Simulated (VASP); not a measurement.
# BeS: single point with HSE06

The system is BeS.

```
Be S
1.0
     0.00000    2.31730    2.27396
     2.31730    0.00000    2.27396
     2.31730    2.31730    0.00000
Be S
1 1
Direct
  0.00000 0.00000 0.00000
  0.50000 0.50000 0.50000
```

This cell differs from its parent crystal: uniaxial z strain -1.9%.

```yaml
Program: VASP 6.6.1
Task: single point
Functional: HSE06
Potentials_or_basis: VASP PAW PBE potentials, release 64 (Be, S)
Cutoff: 520 eV
k_mesh: 6 × 6 × 6
Occupations: gaussian, width 0.01 eV
Spin: no spin polarisation
Dipole_correction: no
Grid_for_exact_exchange_PRECFOCK: Normal
Further_INCAR_settings: ALGO = Normal; EDIFF = 1e-07; NBANDS = 11
Share_of_exact_exchange: 0.25
Screening_parameter: 0.2079 1/Å
```

```yaml
Pressure: 0.2 GPa
Band_gap_on_the_k_mesh: 1.61 eV (least direct gap 5.17 eV)
```

Stress tensor (GPa, compression positive):
```
-0.47  0.00  0.00
 0.00 -0.47  0.00
 0.00  0.00  1.62
```

Levels at points of the mesh, in eV from the valence-band top:
```csv
k point,band 2,band 3,band 4,band 5,band 6,band 7
"(0.00, 0.00, 0.00)",-0.50,-0.24,-0.24,6.67,9.85,9.85
"(0.50, 0.00, 0.00)",-8.11,-0.63,-0.50,4.83,4.88,5.27
"(0.50, 0.50, 0.00)",-7.59,-3.63,-3.63,1.61,5.05,13.48
"(0.50, 0.00, 0.50)",-7.60,-3.66,-3.34,1.83,5.15,13.24
```

Run time: 8.3 min on 1 thread of Intel(R) Xeon(R) 6975P-C (Granite Rapids) (shared host), peak memory 0.25 GiB.

Caveat: the cell differs from its parent crystal (uniaxial z strain -1.9%); the structure was generated, so it needn't be the stable form of BeS; the PAW data sets were made with another functional, which shifts forces and pressure a little. A k mesh can miss the band edges.
